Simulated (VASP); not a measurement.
# Pt (Fm-3m) in VASP: single point with PBE

Aim: the single point of Pt with PBE.

All numbers are computed with VASP 6.6.1; they aren't measurements. Logs are shortened: lines on timing, memory, paths and dates and some standing lists are left out, and cuts for length are marked.

**1. The cell of the first run**

The structure is cubic, space group Fm-3m (No. 225). Conventional cell: a = 3.971 Å, b = 3.971 Å, c = 3.971 Å, α = 90.00°, β = 90.00°, γ = 90.00°. Pt (site symmetry m-3m) has 12 Pt at 2.81 Å within 3.7 Å.

**2. Single point, PBE**

File INCAR:

```
PREC = Accurate
ENCUT = 500
EDIFF = 1E-6
ISMEAR = -1
SIGMA = 0.08
LREAL = F
LASPH = T
NELM = 120
ALGO = Normal
ISIF = 2
LWAVE = F
LCHARG = F
GGA = PE
NBANDS = 11
GGA_COMPAT = F
```

File KPOINTS:

```
regular mesh
0
Gamma
  19 19 19
```

File POSCAR:

```
Pt
1.0
    0.0000000000      1.9855579642      1.9855579642
    1.9855579642      0.0000000000      1.9855579642
    1.9855579642      1.9855579642      0.0000000000
Pt
1
Direct
    0.0000000000      0.0000000000      0.0000000000
```

Potentials or basis: VASP PAW PBE potentials, release 64 (Pt).

Run with:

```bash
$ cat potpaw_PBE.64/Pt/POTCAR > POTCAR
$ mpirun -np 1 vasp_std > vasp.out
```

OUTCAR:

```text
PREC = Accurate
   ENCUT = 500
   EDIFF = 1E-6
   ISMEAR = -1
   LREAL = F
   LASPH = T
   NELM = 120
   ISIF = 2
   GGA = PE

 ion  position               nearest neighbor table
   1  0.000  0.000  0.000-

  LATTYP: Found a face centered cubic cell.
 ALAT       =     3.9711159284

  Lattice vectors:

 A1 = (   0.0000000000,   1.9855579642,   1.9855579642)
 A2 = (   1.9855579642,   0.0000000000,   1.9855579642)
 A3 = (   1.9855579642,   1.9855579642,   0.0000000000)

Analysis of symmetry for initial positions (statically):
=====================================================================
 Subroutine PRICEL returns:
 Original cell was already a primitive cell.

 Routine SETGRP: Setting up the symmetry group for a
 face centered cubic supercell.

 Subroutine GETGRP returns: Found 48 space group operations
 (whereof 48 operations were pure point group operations)
 out of a pool of 48 trial point group operations.

The static configuration has the point symmetry O_h .

Analysis of symmetry for dynamics (positions and initial velocities):
=====================================================================
 Subroutine PRICEL returns:
 Original cell was already a primitive cell.

 Routine SETGRP: Setting up the symmetry group for a
 face centered cubic supercell.

 Subroutine GETGRP returns: Found 48 space group operations
 (whereof 48 operations were pure point group operations)
 out of a pool of 48 trial point group operations.

The dynamic configuration has the point symmetry O_h .

 Subroutine INISYM returns: Found 48 space group operations
 (whereof 48 operations are pure point group operations),
 and found     1 'primitive' translations

----------------------------------------------------------------------------------------

                                     Primitive cell

  volume of cell :      15.6559

  direct lattice vectors                    reciprocal lattice vectors
     0.000000000  1.985557964  1.985557964    -0.251818385  0.251818385  0.251818385
     1.985557964  0.000000000  1.985557964     0.251818385 -0.251818385  0.251818385
     1.985557964  1.985557964  0.000000000     0.251818385  0.251818385 -0.251818385

  length of vectors
     2.808003002  2.808003002  2.808003002     0.436162237  0.436162237  0.436162237

  position of ions in fractional coordinates (direct lattice)
     0.000000000  0.000000000  0.000000000

  ion indices of the primitive-cell ions
   primitive index   ion index
                 1           1

----------------------------------------------------------------------------------------

 KPOINTS: regular mesh

Automatic generation of k-mesh.
 Grid dimensions read from file:
 generate k-points for:   19   19   19

 Generating k-lattice:

  Cartesian coordinates                     Fractional coordinates (reciprocal lattice)
    -0.013253599  0.013253599  0.013253599     0.052631579  0.000000000  0.000000000
     0.013253599 -0.013253599  0.013253599     0.000000000  0.052631579  0.000000000
     0.013253599  0.013253599 -0.013253599     0.000000000  0.000000000  0.052631579

  Length of vectors
     0.022955907  0.022955907  0.022955907

  Shift w.r.t. Gamma in fractional coordinates (k-lattice)
     0.000000000  0.000000000  0.000000000

 Subroutine IBZKPT returns following result:
 ===========================================

 Found    220 irreducible k-points:

 Following reciprocal coordinates:
            Coordinates               Weight
  0.000000  0.000000  0.000000      1.000000
  0.052632  0.000000  0.000000      8.000000
  0.105263  0.000000  0.000000      8.000000
  0.157895  0.000000  0.000000      8.000000
  0.210526  0.000000  0.000000      8.000000
  0.263158  0.000000  0.000000      8.000000
[... 16 lines left out ...]
 -0.315789  0.052632  0.000000     24.000000
 -0.263158  0.052632  0.000000     24.000000
 [... further k-points ...]
   k-points           NKPTS =    220   k-points in BZ     NKDIM =    220   number of bands    NBANDS=     11
   number of dos      NEDOS =    301   number of ions     NIONS =      1
   total plane-waves  NPLWV =   8000
   dimension x,y,z NGX =    20 NGY =   20 NGZ =   20
   dimension x,y,z NGXF=    40 NGYF=   40 NGZF=   40
   ions per type =               1
   NGX,Y,Z   is equivalent  to a cutoff of  11.84, 11.84, 11.84 a.u.
   NGXF,Y,Z  is equivalent  to a cutoff of  23.68, 23.68, 23.68 a.u.
 SYSTEM =  unknown system
   PREC   = accura    normal or accurate (medium, high low for compatibility)
   ISTART =      0    job   : 0-new  1-cont  2-samecut
   ICHARG =      2    charge: 1-file 2-atom 10-const
   ISPIN  =      1    spin polarized calculation?
   LNONCOLLINEAR =      F non collinear calculations
   LSORBIT =      F    spin-orbit coupling
   LASPH  =      T    aspherical Exc in radial PAW
   ENCUT  =  500.0 eV  36.75 Ry    6.06 a.u.   5.12  5.12  5.12*2*pi/ulx,y,z
   NELM   =    120;   NELMIN=  2; NELMDL= -5     # of ELM steps
   EDIFF  = 0.1E-05   stopping-criterion for ELM
   LREAL  =      F    real-space projection
   EDIFFG = 0.1E-04   stopping-criterion for IOM
   NSW    =      0    number of steps for IOM
   IBRION =     -1    ionic relax: 0-MD 1-quasi-New 2-CG
   NFREE  =      0    steps in history (QN), initial steepest desc. (CG)
   ISIF   =      2    stress and relaxation
   ISYM   =      2    0-nonsym 1-usesym 2-fastsym
   POTIM  = 0.5000    time-step for ionic-motion
   TEBEG  =    0.0;   TEEND  =   0.0 temperature during run
   PSTRESS=    0.0 pullay stress
   NELECT =      10.0000    total number of electrons
   NUPDOWN=      -1.0000    fix difference up-down
   EMIN   =  10.00;   EMAX   =-10.00  energy-range for DOS
   EFERMI =   0.00;   METHOD = LEGACY
   ISMEAR =    -1;   SIGMA  =   0.08  broadening in eV -4-tet -1-fermi 0-gaus
   EFERMI_NEDOS =   21; number of points for ismear=-14 and -15
   IALGO  =     38    algorithm
   IMIX   =      4    mixing-type and parameters
     AMIX     =   0.40;   BMIX     =  1.00
     AMIX_MAG =   1.60;   BMIX_MAG =  1.00
  volume/ion in A,a.u.               =      15.66       105.65
  Fermi-wavevector in a.u.,A,eV,Ry     =   1.409880  2.664288 27.045153  1.987763
  Thomas-Fermi vector in A             =   2.531891
   LORBIT       =      0    0 simple, 1 ext, 2 COOP (PROOUT), +10 PAW based schemes
   GGA     = PE    functional components
   LHFCALC =     F    Hartree Fock is set to
   AEXX    =    0.0000 exact exchange contribution
   IVDW    =     0    specifies the selected vdW correction
   LEPSILON=     F    determine dielectric tensor
   LRPA    =     F    only Hartree local field effects (RPA)
 non-spin polarized calculation
  energy-cutoff  :      500.00
  volume of cell :       15.66
 maximum number of plane-waves:       411
   NGX = 11   NGY = 11   NGZ = 11

 number of electron      10.0000002 magnetization

 Free energy of the ion-electron system (eV)
  ---------------------------------------------------
  ext. energy  EPLUGINS =         0.00000000
  ---------------------------------------------------
  free energy    TOTEN  =        -6.11948921 eV

  energy without entropy =       -6.08053742  energy(sigma->0) =       -6.10001331

 E-fermi :  10.5535     XC(G=0): -13.2668

 val. band max:       10.5458936855   @ k =  -0.3684   0.3684   0.1579
 cond. band min:      10.5538011274   @ k =  -0.4211   0.3158   0.0526
 fundamental gap:      0.0079074419
 Fermi energy:        10.5535191064

 k-point     1 :       0.0000    0.0000    0.0000
  band No.  band energies     occupation
      1       0.7579      2.00000
      2       6.9948      2.00000
      3       6.9948      2.00000
      4       6.9948      2.00000
      5       9.0204      2.00000
      6       9.0204      2.00000
      7      25.2969      0.00000
      8      30.0524      0.00000
      9      30.0524      0.00000
     10      30.0524      0.00000
     11      35.2616      0.00000

 k-point     2 :       0.0526    0.0000    0.0000
  band No.  band energies     occupation
      1       0.8657      2.00000
      2       6.9477      2.00000
      3       7.0373      2.00000
      4       7.0373      2.00000
      5       8.9969      2.00000
      6       8.9969      2.00000
      7      25.4608      0.00000
      8      29.4472      0.00000
      9      30.2137      0.00000
     10      30.2137      0.00000
     11      35.9131      0.00000

 k-point     3 :       0.1053    0.0000    0.0000
  band No.  band energies     occupation
      1       1.1809      2.00000
      2       6.8247      2.00000
      3       7.1503      2.00000
      4       7.1503      2.00000
      5       8.9448      2.00000
      6       8.9448      2.00000
      7      25.9092      0.00000
      8      28.1469      0.00000
      9      30.6833      0.00000
     10      30.6833      0.00000
     11      36.6678      0.00000

 k-point     4 :       0.1579    0.0000    0.0000
  band No.  band energies     occupation
      1       1.6746      2.00000
      2       6.6787      2.00000
      3       7.2854      2.00000
      4       7.2854      2.00000
      5       8.9211      2.00000
      6       8.9211      2.00000
      7      26.4210      0.00000
      8      26.7046      0.00000
      9      31.4143      0.00000
     10      31.4143      0.00000
     11      35.2789      0.00000
[... 239 lines left out ...]
 k-point    22 :      -0.3684    0.0526    0.0000
  band No.  band energies     occupation
      1       3.6681      2.00000
      2       7.0186      2.00000
      3       7.1149      2.00000
      4       8.2200      2.00000
      5       9.9688      1.99866
      6      10.6376      0.51826
      7      18.7052      0.00000
      8      25.5238      0.00000
      9      29.4390      0.00000
     10      30.8704      0.00000
     11      36.0698      0.00000

 k-point    23 :      -0.3158    0.0526    0.0000
  band No.  band energies     occupation
      1       3.5197      2.00000
      2       7.1262      2.00000
      3       7.2352      2.00000
      4       7.3527      2.00000
      5       9.5317      1.99999
      6      10.1837      1.98053
      7      20.6507      0.00000
      8      26.0845      0.00000
      9      30.2033      0.00000
     10      32.2879      0.00000
     11      34.5342      0.00000

 k-point    24 :      -0.2632    0.0526    0.0000
  band No.  band energies     occupation
      1       3.1548      2.00000
      2       6.7264      2.00000
      3       7.2993      2.00000
      4       7.3613      2.00000
      5       9.1097      2.00000
      6       9.7479      1.99992
      7      22.6159      0.00000
      8      26.7079      0.00000
      9      31.0162      0.00000
     10      33.2127      0.00000
     11      33.9530      0.00000

 [... further k-points ...]
[... 5 lines left out ...]
  --------------------------------------------------------------------------------------
  -------------------------------------------------------------------------------------
  Total       -0.0458545     -0.0458545     -0.0458545     -0.0000000      0.0000000      0.0000000
  in kB       -4.6926154     -4.6926154     -4.6926154     -0.0000000      0.0000000      0.0000000
  external PRESSURE =      -4.6926154 kB  Pullay stress =       0.0000000 kB

 VOLUME and BASIS-vectors are now :
 -----------------------------------------------------------------------------
  energy-cutoff  :      500.00
  volume of cell :       15.66
      direct lattice vectors                 reciprocal lattice vectors
     0.000000000  1.985557964  1.985557964    -0.251818385  0.251818385  0.251818385
     1.985557964  0.000000000  1.985557964     0.251818385 -0.251818385  0.251818385
     1.985557964  1.985557964  0.000000000     0.251818385  0.251818385 -0.251818385

 POSITION                                       TOTAL-FORCE (eV/Angst)
 -----------------------------------------------------------------------------------
      0.00000      0.00000      0.00000        -0.000000      0.000000     -0.000000
 -----------------------------------------------------------------------------------
    total drift:                                0.000000      0.000000      0.000000

  FREE ENERGIE OF THE ION-ELECTRON SYSTEM (eV)
  ---------------------------------------------------
  free  energy   TOTEN  =        -6.1194892051 eV

  energy  without entropy=       -6.0805374192  energy(sigma->0) =       -6.10001331
```

Wall time 22 s (1 thread of Intel Xeon 8259CL, shared host); peak memory 0.15 GiB.

What came out:

- Free energy: -6.1195 eV
- Pressure: -0.5 GPa
- Band gap on the k mesh: zero (bands 5 and 6 overlap by 2.06 eV)

Caveat: spin-orbit coupling is left out, which moves the levels of the heavy elements.
